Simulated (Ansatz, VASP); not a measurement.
**One calculation of Zr2N, two programs**

```
Zr N
1.0
     5.37005    0.00000    0.00000
     0.00000    5.37005    0.00000
     0.00000    0.00000    3.27262
Zr N
4 2
Direct
  0.29625 0.29625 0.00000
  0.70375 0.70375 0.00000
  0.79625 0.20375 0.50000
  0.20375 0.79625 0.50000
  0.00000 0.00000 0.00000
  0.50000 0.50000 0.50000
```

Alike in both runs: task single point; functional PBEsol; k mesh 8 × 8 × 12; occupations gaussian, width 0.1 eV; no spin polarisation.

|  | VASP | Ansatz |
| --- | --- | --- |
| version | VASP 6.6.1 | Ansatz 0.2.0 |
| potentials or method | VASP PAW PBE potentials, release 64 (Zr_sv, N), cutoff 520 eV | scalar-relativistic, plane waves, PAW |
| valence electrons in the cell | 58 | 58 |

```tsv
	VASP	Ansatz	Ansatz less VASP
gap on the k mesh at the Fermi level (eV)	none	none	-
pressure (GPa)	0.2	0.0	-0.24
traceless stress, the component that is largest in VASP (GPa)	0.14	0.12	-0.014
rms of the force components (eV/Å)	0.004	0.002	-0.0028
```

VASP's potentials were made for PBE, not for PBEsol. Atom by atom the forces differ by 0.003 eV/Å (rms over components). A gap of «none» marks a metal or a gap that the smearing closes.
